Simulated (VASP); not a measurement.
A run of VASP 6.6.1:

Contents of INCAR:

```
SYSTEM = Se
PREC     = Accurate       ! precision mode
ENCUT    = 600            ! plane-wave cutoff, eV
EDIFF    = 1E-6           ! SCF threshold, eV
ISMEAR   = -1             ! smearing method
SIGMA    = 0.1            ! smearing width, eV
LREAL    = .False.        ! projectors in reciprocal space
LASPH    = .True.         ! aspherical terms in the spheres
NELM     = 60             ! most SCF steps
ALGO     = Normal         ! electronic algorithm
ISIF     = 3              ! what is computed and relaxed
LWAVE    = .False.        ! write WAVECAR
LCHARG   = .False.        ! write CHGCAR
GGA      = PE             ! functional
IBRION   = 2              ! ionic algorithm
NSW      = 60             ! ionic steps
EDIFFG   = -0.005         ! ionic threshold
PSTRESS  = 2200.0
```

Contents of KPOINTS:

```
regular mesh
0
Gamma
  9 9 13
  0 0 0
```

The input POSCAR:

```
Se
1.0
    3.8666602624      0.0000000000      0.0000000000
   -1.9333301312      3.3486260151      0.0000000000
    0.0000000000      0.0000000000      2.3973293627
Se
3
Direct
    0.0000000000      0.0000000000      0.0000000000
    0.3333333333      0.6666666667      0.5000000000
    0.6666666667      0.3333333333      0.5000000000
```

Potentials or basis: VASP PAW PBE potentials, release 64 (Se).

Launch:

```bash
$ cat potpaw_PBE.64/Se/POTCAR > POTCAR
$ mpirun -np 1 vasp_std > vasp.out
```

Hardware: 1 thread of Intel(R) Xeon(R) 6975P-C (Granite Rapids) (shared host).

Estimate the wall time of this run.

Run time: 65 s on 1 thread of Intel(R) Xeon(R) 6975P-C (Granite Rapids) (shared host), peak memory 0.18 GiB. Counts: scf iterations 61, k points 84, ion steps 10.
